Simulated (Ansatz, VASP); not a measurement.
# TePb in VASP and in Ansatz

```
Te Pb
1.0
     0.00000    3.28592    3.28592
     3.28592    0.00000    3.28592
     3.28592    3.28592    0.00000
Te Pb
1 1
Direct
  0.50000 0.50000 0.50000
  0.00000 0.00000 0.00000
```

Alike in both runs: task relaxation of cell and atoms; functional PBE; k mesh 11 × 11 × 11; occupations fermi-dirac, width 0.05 eV; non-collinear spin, spin-orbit coupling.

```csv
,VASP,Ansatz
version,VASP 6.6.1,Ansatz 0.2.0
potentials or method,"VASP PAW PBE potentials, release 64 (Te, Pb_d), cutoff 600 eV",all-electron LAPW
```

VASP gave:

- net moment per atom (μB): 0.00
- relaxed volume (Å³/atom): 35.38
- relaxed cell length with the largest relative difference (Å): 4.643

Problem. Which values does Ansatz return?

Solution. net moment per atom (μB): 0.00; relaxed volume (Å³/atom): 35.32; relaxed cell length with the largest relative difference (Å): 4.640.

Ansatz ran all-electron here, and VASP with PAW potentials.
